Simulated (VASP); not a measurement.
# SrO (rock salt type) (Fm-3m) in VASP: single point with HSE06

Aim: the single point of SrO (rock salt type) with HSE06.

Everything below comes from runs of VASP 6.6.1. Logs are shortened: lines on timing, memory, paths and dates and some standing lists are left out, and cuts for length are marked.

### Step 1. The cell of the first run

The structure is cubic, space group Fm-3m (No. 225). The conventional cell has a = 5.200 Å, b = 5.200 Å, c = 5.200 Å, α = 90.00°, β = 90.00°, γ = 90.00°. Sr (site symmetry m-3m) has 6 O at 2.60 Å within 3.4 Å. O (site symmetry m-3m) has 6 Sr at 2.60 Å within 3.4 Å.

### Step 2. Single point, HSE06

POSCAR reads:

```
SrO
1.0
    0.0000000000      2.6000000000      2.6000000000
    2.6000000000      0.0000000000      2.6000000000
    2.6000000000      2.6000000000      0.0000000000
Sr O
1 1
Direct
    0.0000000000      0.0000000000      0.0000000000
    0.5000000000      0.5000000000      0.5000000000
```

INCAR.step1 reads:

```
SYSTEM = SrO
PREC     = Accurate       ! precision mode
ENCUT    = 520            ! plane-wave cutoff, eV
EDIFF    = 1E-5           ! SCF threshold, eV
ISMEAR   = -1             ! smearing method
SIGMA    = 0.02           ! smearing width, eV
LREAL    = .False.        ! projectors in reciprocal space
LASPH    = .True.         ! aspherical terms in the spheres
NELM     = 60             ! most SCF steps
ALGO     = Normal         ! electronic algorithm
ISIF     = 2              ! what is computed and relaxed
LWAVE    = .True.         ! write WAVECAR
LCHARG   = .False.        ! write CHGCAR
NBANDS   = 15             ! bands
GGA      = PE             ! functional
```

INCAR.step2 reads:

```
SYSTEM = SrO
PREC     = Accurate       ! precision mode
ENCUT    = 520            ! plane-wave cutoff, eV
EDIFF    = 1E-6           ! SCF threshold, eV
ISMEAR   = -1             ! smearing method
SIGMA    = 0.02           ! smearing width, eV
LREAL    = .False.        ! projectors in reciprocal space
LASPH    = .True.         ! aspherical terms in the spheres
NELM     = 60             ! most SCF steps
ALGO     = Normal         ! electronic algorithm
ISIF     = 2              ! what is computed and relaxed
LWAVE    = .False.        ! write WAVECAR
LCHARG   = .False.        ! write CHGCAR
GGA      = PE             ! functional
LHFCALC  = .True.         ! exact exchange
HFSCREEN = 0.2079         ! screening, 1/A
PRECFOCK = Normal       
NBANDS   = 15             ! bands
ISTART   = 1
```

KPOINTS reads:

```
regular mesh
0
Gamma
  6 6 6
  0 0 0
```

Potentials or basis: VASP PAW PBE potentials, release 64 (Sr_sv, O).

The run is started by

```console
> cat potpaw_PBE.64/Sr_sv/POTCAR potpaw_PBE.64/O/POTCAR > POTCAR
> cp INCAR.step1 INCAR
> mpirun -np 1 vasp_std > vasp.out
> cp INCAR.step2 INCAR
> mpirun -np 1 vasp_std > vasp.out
```

OUTCAR:

```text
SYSTEM = SrO
   PREC = Accurate
   ENCUT = 520
   EDIFF = 1E-6
   ISMEAR = -1
   LREAL = .False.
   LASPH = .True.
   NELM = 60
   ISIF = 2
   GGA = PE
   LHFCALC = .True.
   HFSCREEN = 0.2079
   PRECFOCK = Normal
   ISTART = 1

 ion  position               nearest neighbor table
   1  0.000  0.000  0.000-   2 2.60   2 2.60   2 2.60   2 2.60   2 2.60   2 2.60
   2  0.500  0.500  0.500-   1 2.60   1 2.60   1 2.60   1 2.60   1 2.60   1 2.60

  LATTYP: Found a face centered cubic cell.
 ALAT       =     5.2000000000

  Lattice vectors:

 A1 = (   0.0000000000,   2.6000000000,   2.6000000000)
 A2 = (   2.6000000000,   0.0000000000,   2.6000000000)
 A3 = (   2.6000000000,   2.6000000000,   0.0000000000)

Analysis of symmetry for initial positions (statically):
=====================================================================
 Subroutine PRICEL returns:
 Original cell was already a primitive cell.

 Routine SETGRP: Setting up the symmetry group for a
 face centered cubic supercell.

 Subroutine GETGRP returns: Found 48 space group operations
 (whereof 48 operations were pure point group operations)
 out of a pool of 48 trial point group operations.

The static configuration has the point symmetry O_h .

Analysis of symmetry for dynamics (positions and initial velocities):
=====================================================================
 Subroutine PRICEL returns:
 Original cell was already a primitive cell.

 Routine SETGRP: Setting up the symmetry group for a
 face centered cubic supercell.

 Subroutine GETGRP returns: Found 48 space group operations
 (whereof 48 operations were pure point group operations)
 out of a pool of 48 trial point group operations.

The dynamic configuration has the point symmetry O_h .

 Subroutine INISYM returns: Found 48 space group operations
 (whereof 48 operations are pure point group operations),
 and found     1 'primitive' translations

----------------------------------------------------------------------------------------

                                     Primitive cell

  volume of cell :      35.1520

  direct lattice vectors                    reciprocal lattice vectors
     0.000000000  2.600000000  2.600000000    -0.192307692  0.192307692  0.192307692
     2.600000000  0.000000000  2.600000000     0.192307692 -0.192307692  0.192307692
     2.600000000  2.600000000  0.000000000     0.192307692  0.192307692 -0.192307692

  length of vectors
     3.676955262  3.676955262  3.676955262     0.333086694  0.333086694  0.333086694

  position of ions in fractional coordinates (direct lattice)
     0.000000000  0.000000000  0.000000000
     0.500000000  0.500000000  0.500000000

  ion indices of the primitive-cell ions
   primitive index   ion index
                 1           1
                 2           2

----------------------------------------------------------------------------------------

 KPOINTS: regular mesh

Automatic generation of k-mesh.
 Grid dimensions read from file:
 generate k-points for:    6    6    6

 Generating k-lattice:

  Cartesian coordinates                     Fractional coordinates (reciprocal lattice)
    -0.032051282  0.032051282  0.032051282     0.166666667  0.000000000  0.000000000
     0.032051282 -0.032051282  0.032051282     0.000000000  0.166666667  0.000000000
     0.032051282  0.032051282 -0.032051282     0.000000000  0.000000000  0.166666667

  Length of vectors
     0.055514449  0.055514449  0.055514449

  Shift w.r.t. Gamma in fractional coordinates (k-lattice)
     0.000000000  0.000000000  0.000000000

 Subroutine IBZKPT returns following result:
 ===========================================

 Found     16 irreducible k-points:

 Following reciprocal coordinates:
            Coordinates               Weight
  0.000000  0.000000  0.000000      1.000000
  0.166667  0.000000  0.000000      8.000000
  0.333333  0.000000  0.000000      8.000000
  0.500000  0.000000  0.000000      4.000000
  0.166667  0.166667  0.000000      6.000000
  0.333333  0.166667  0.000000     24.000000
[... 8 lines left out ...]
 -0.333333  0.333333  0.166667     24.000000
 -0.333333  0.500000  0.166667     12.000000
   k-points           NKPTS =     16   k-points in BZ     NKDIM =    216   number of bands    NBANDS=     15
   number of dos      NEDOS =    301   number of ions     NIONS =      2
   total plane-waves  NPLWV =  21952
   dimension x,y,z NGX =    28 NGY =   28 NGZ =   28
   dimension x,y,z NGXF=    56 NGYF=   56 NGZF=   56
   ions per type =               1   1
   NGX,Y,Z   is equivalent  to a cutoff of  12.66, 12.66, 12.66 a.u.
   NGXF,Y,Z  is equivalent  to a cutoff of  25.32, 25.32, 25.32 a.u.
 SYSTEM =  SrO
   PREC   = accura    normal or accurate (medium, high low for compatibility)
   ISTART =      1    job   : 0-new  1-cont  2-samecut
   ICHARG =      0    charge: 1-file 2-atom 10-const
   ISPIN  =      1    spin polarized calculation?
   LNONCOLLINEAR =      F non collinear calculations
   LSORBIT =      F    spin-orbit coupling
   LASPH  =      T    aspherical Exc in radial PAW
   ENCUT  =  520.0 eV  38.22 Ry    6.18 a.u.   6.84  6.84  6.84*2*pi/ulx,y,z
   NELM   =     60;   NELMIN=  2; NELMDL=  0     # of ELM steps
   EDIFF  = 0.1E-05   stopping-criterion for ELM
   LREAL  =      F    real-space projection
   EDIFFG = 0.1E-04   stopping-criterion for IOM
   NSW    =      0    number of steps for IOM
   IBRION =     -1    ionic relax: 0-MD 1-quasi-New 2-CG
   NFREE  =      0    steps in history (QN), initial steepest desc. (CG)
   ISIF   =      2    stress and relaxation
   ISYM   =      3    0-nonsym 1-usesym 2-fastsym
   POTIM  = 0.5000    time-step for ionic-motion
   TEBEG  =    0.0;   TEEND  =   0.0 temperature during run
   PSTRESS=    0.0 pullay stress
   NELECT =      16.0000    total number of electrons
   NUPDOWN=      -1.0000    fix difference up-down
   EMIN   =  10.00;   EMAX   =-10.00  energy-range for DOS
   EFERMI =   0.00;   METHOD = LEGACY
   ISMEAR =    -1;   SIGMA  =   0.02  broadening in eV -4-tet -1-fermi 0-gaus
   EFERMI_NEDOS =   21; number of points for ismear=-14 and -15
   IALGO  =     38    algorithm
   IMIX   =      1    mixing-type and parameters
     AMIX     =   0.40;   BMIX     =  1.00
     AMIX_MAG =   1.60;   BMIX_MAG =  1.00
  volume/ion in A,a.u.               =      17.58       118.61
  Fermi-wavevector in a.u.,A,eV,Ry     =   1.259307  2.379744 21.576841  1.585853
  Thomas-Fermi vector in A             =   2.392873
   LORBIT       =      0    0 simple, 1 ext, 2 COOP (PROOUT), +10 PAW based schemes
   GGA     = PE    functional components
   LHFCALC =     T    Hartree Fock is set to
   PRECFOCK=normal    Normal, Fast or Accurate (Low or Medium for compatibility)
   ENCUT4O =  -1.0   cutoff for four orbital integrals eV
   NKREDX  =     1    reduce k-point grid by
   NKREDY  =     1    reduce k-point grid by
   NKREDZ  =     1    reduce k-point grid by
   AEXX    =    0.2500 exact exchange contribution
   HFSCREEN=    0.2079 screening length (either q_TF or 0.3 A-1)
   HFSCREENC=   0.2079 screening length for correlation (either q_TF or 0.3 A-1)
   ENCUTFOCK=  -1.0 apply spherical cutoff to Coloumb kernel
   IVDW    =     0    specifies the selected vdW correction
   LEPSILON=     F    determine dielectric tensor
   LRPA    =     F    only Hartree local field effects (RPA)
 non-spin polarized calculation
  energy-cutoff  :      520.00
  volume of cell :       35.15
 maximum number of plane-waves:       960
  NGX = 24; NGY = 24; NGZ = 24

 number of electron      16.0000000 magnetization

 Free energy of the ion-electron system (eV)
  ---------------------------------------------------
  ext. energy  EPLUGINS =         0.00000000
  ---------------------------------------------------
  free energy    TOTEN  =       -14.17975787 eV

  energy without entropy =      -14.17975787  energy(sigma->0) =      -14.17975787

 E-fermi :   0.8825     XC(G=0):  -8.1403

 val. band max:        0.4523207713   @ k =   0.0000   0.0000   0.0000
 cond. band min:       5.1993802301   @ k =   0.5000   0.5000   0.0000
 fundamental gap:      4.7470594588
 Fermi energy:         0.8824732271

 k-point     1 :       0.0000    0.0000    0.0000
  band No.  band energies     occupation
      1     -34.0059      2.00000
      2     -16.0682      2.00000
      3     -14.3894      2.00000
      4     -14.3894      2.00000
      5     -14.3894      2.00000
      6       0.4523      2.00000
      7       0.4523      2.00000
      8       0.4523      2.00000
      9       5.6623      0.00000
     10       8.2354      0.00000
     11       8.2354      0.00000
     12       8.2354      0.00000
     13      10.4120      0.00000
     14      10.4120      0.00000
     15      14.5504      0.00000

 k-point     2 :       0.1667    0.0000    0.0000
  band No.  band energies     occupation
      1     -33.9743      2.00000
      2     -16.4849      2.00000
      3     -14.4073      2.00000
      4     -14.4073      2.00000
      5     -14.0435      2.00000
      6      -0.2537      2.00000
      7       0.1325      2.00000
      8       0.1325      2.00000
      9       6.8147      0.00000
     10       8.0020      0.00000
     11       8.7791      0.00000
     12       8.7791      0.00000
     13      11.1193      0.00000
     14      11.1193      0.00000
     15      16.2345      0.00000
[... 221 lines left out ...]
      3     -14.8931      2.00000
      4     -14.7693      2.00000
      5     -13.8725      2.00000
      6      -0.9057      2.00000
      7      -0.2585      2.00000
      8      -0.2011      2.00000
      9       8.1723      0.00000
     10       8.2818      0.00000
     11      10.9710      0.00000
     12      12.2122      0.00000
     13      13.6026      0.00000
     14      14.9106      0.00000
     15      15.6915      0.00000

 k-point    16 :      -0.3333    0.5000    0.1667
  band No.  band energies     occupation
      1     -33.8400      2.00000
      2     -16.4621      2.00000
      3     -15.1676      2.00000
      4     -14.8851      2.00000
      5     -14.1222      2.00000
      6      -0.4561      2.00000
      7      -0.0926      2.00000
      8       0.0793      2.00000
      9       6.5803      0.00000
     10       9.5682      0.00000
     11      10.4374      0.00000
     12      13.1261      0.00000
     13      13.2446      0.00000
     14      14.8613      0.00000
     15      15.4900      0.00000

------------------------ aborting loop because EDIFF is reached ----------------------------------------

  FORCE on cell =-STRESS in cart. coord.  units (eV):
  Direction    XX          YY          ZZ          XY          YZ          ZX
  --------------------------------------------------------------------------------------
  -------------------------------------------------------------------------------------
  Total       -0.4108080     -0.4108080     -0.4108080      0.0000000      0.0000000     -0.0000000
  in kB      -18.7240351    -18.7240351    -18.7240351      0.0000000      0.0000000     -0.0000000
  external PRESSURE =     -18.7240351 kB  Pullay stress =       0.0000000 kB

 VOLUME and BASIS-vectors are now :
 -----------------------------------------------------------------------------
  energy-cutoff  :      520.00
  volume of cell :       35.15
      direct lattice vectors                 reciprocal lattice vectors
     0.000000000  2.600000000  2.600000000    -0.192307692  0.192307692  0.192307692
     2.600000000  0.000000000  2.600000000     0.192307692 -0.192307692  0.192307692
     2.600000000  2.600000000  0.000000000     0.192307692  0.192307692 -0.192307692

 POSITION                                       TOTAL-FORCE (eV/Angst)
 -----------------------------------------------------------------------------------
      0.00000      0.00000      0.00000         0.000000      0.000000      0.000000
      2.60000      2.60000      2.60000        -0.000000     -0.000000     -0.000000
 -----------------------------------------------------------------------------------
    total drift:                               -0.000000     -0.000000     -0.000000

  FREE ENERGIE OF THE ION-ELECTRON SYSTEM (eV)
  ---------------------------------------------------
  free  energy   TOTEN  =       -14.1797578673 eV

  energy  without entropy=      -14.1797578673  energy(sigma->0) =      -14.17975787
```

It took 73 min on 1 thread of Intel Xeon 8259CL, shared host; peak memory 0.28 GiB.

Results:

* Free energy: -14.1798 eV
* Pressure: -1.9 GPa
* Band gap on the k mesh: 4.75 eV (least direct gap 4.87 eV)

Caveat: the PAW data sets were made with another functional, which shifts forces and pressure a little. A k mesh can miss the band edges.
